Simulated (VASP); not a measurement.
Input of a VASP 6.6.1 run:

File INCAR:

```
SYSTEM = TiTe2
  PREC = Accurate
  ENCUT = 520
  EDIFF = 1E-6
  ISMEAR = -1
  SIGMA = 0.02
  LREAL = .FALSE.
  LASPH = .TRUE.
  NELM = 80
  ALGO = Normal
  ISIF = 2
  LWAVE = .FALSE.
  LCHARG = .FALSE.
  GGA = PE
  NBANDS = 19
```

File KPOINTS:

```
Automatic mesh
0
G
  6 6 6
  0 0 0
```

The input POSCAR:

```
TiTe2
1.0
    1.8876707350      1.0898472070      6.8686281561
   -1.8876707350      1.0898472070      6.8686281561
    0.0000000000     -2.1796944140      6.8686281561
Ti Te
1 2
Direct
    0.0000000000      0.0000000000      0.0000000000
    0.2506047257      0.2506047257      0.2506047257
    0.7493952743      0.7493952743      0.7493952743
```

Potentials or basis: VASP PAW PBE potentials, release 64 (Ti_sv, Te).

Launch:

```sh
$ cat potpaw_PBE.64/Ti_sv/POTCAR potpaw_PBE.64/Te/POTCAR > POTCAR
$ mpirun -np 1 vasp_std > vasp.out
```

(1) Predict the pressure.

(2) What does it give for the band gap on the k mesh?

Answers

(1) 1.0 GPa.

(2) zero (band 12 reaches 6.53 eV, above the bottom of band 13 at 5.91 eV).

Caveat: spin-orbit coupling is left out, which moves the levels of the heavy elements.
